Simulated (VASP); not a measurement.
Set up this calculation in VASP 6.6.1, as the native input.

```yaml
Task: single point
Functional: PBE
Potentials_or_basis: VASP PAW PBE potentials, release 64 (Gd, O)
Cutoff: 520 eV
k_mesh: 10 × 10 × 10
Occupations: gaussian, width 0.05 eV
Spin: collinear spin, ferromagnetic start
Starting_moments: "[7.72, 0.02] μB"
Hubbard_terms: Gd f U = 6.0 eV
Dipole_correction: no
Further_INCAR_settings: ALGO = Normal; EDIFF = 1e-06; NBANDS = 23
```

The structure of GdO lies in POSCAR:

```
GdO
1.0
    0.0000000000      2.7163018074      2.7163018074
    2.7163018074      0.0000000000      2.7163018074
    2.7163018074      2.7163018074      0.0000000000
Gd O
1 1
Direct
    0.0000000000      0.0000000000      0.0000000000
    0.2500000000      0.2500000000      0.2500000000
```

One way to write it, as run:

INCAR

```
ALGO = Normal ; EDIFF = 1E-6
ENCUT = 520 ; GGA = PE
ISIF = 2 ; ISMEAR = 0
ISPIN = 2 ; LASPH = True
LCHARG = False ; LDAU = True
LDAUJ = 0 0 ; LDAUL = 3 -1
LDAUPRINT = 1 ; LDAUTYPE = 2
LDAUU = 6 0 ; LMAXMIX = 6
LORBIT = 11 ; LREAL = False
LWAVE = False ; MAGMOM = 7.72 0.02
NBANDS = 23 ; NELM = 150
PREC = Accurate ; SIGMA = 0.05
```

KPOINTS

```
k-points
0
Gamma
  10 10 10
```

Potentials or basis: VASP PAW PBE potentials, release 64 (Gd, O).

Command:

```sh
$ cat potpaw_PBE.64/Gd/POTCAR potpaw_PBE.64/O/POTCAR > POTCAR
$ mpirun -np 1 vasp_std > vasp.out
```

Results of the run:

- Pressure: -1.9 GPa
- Net moment: 7.93 μB per cell
- Site moments: Gd +7.07; O +0.01 μB
- Valence electrons inside the program's atomic spheres: Gd 15.15; O 5.00

Caveat: a cell with one magnetic atom can't hold antiferromagnetic order, which such compounds often take.

It took 68 s on 1 thread of AMD EPYC 9R45 96-Core Processor (Zen 5) (shared host), peak memory 0.22 GiB.
